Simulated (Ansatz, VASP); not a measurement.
## One calculation of Nb, two programs

```
CELL_PARAMETERS angstrom
-1.63623 1.63623 1.63623
1.63623 -1.63623 1.63623
1.63623 1.63623 -1.63623
ATOMIC_POSITIONS crystal
Nb 0.00000 0.00000 0.00000
```

Alike in both runs: functional PBEsol; k mesh 18 × 18 × 18; occupations gaussian, width 0.1 eV; no spin polarisation.

Ansatz relaxed the structure, and its values are those at the end. VASP's run is a single point on that final structure, the one shown.

|  | VASP | Ansatz |
| --- | --- | --- |
| version | VASP 6.6.1 | Ansatz 0.2.0 |
| potentials or method | VASP PAW PBE potentials, release 64 (Nb_sv), cutoff 520 eV | scalar-relativistic, plane waves, PAW |
| valence electrons in the cell | 13 | 13 |

VASP gave:

| Item | Value |
| --- | --- |
| gap on the k mesh at the Fermi level (eV) | none |
| pressure (GPa) | -0.3 |

Question: Which values does Ansatz return?

Answer: gap on the k mesh at the Fermi level (eV): none; pressure (GPa): 0.0.

VASP's potentials were made for PBE, not for PBEsol. A gap of «none» marks a metal or a gap that the smearing closes. The functional is the same, so the differences come from potentials, cutoffs and numerics.
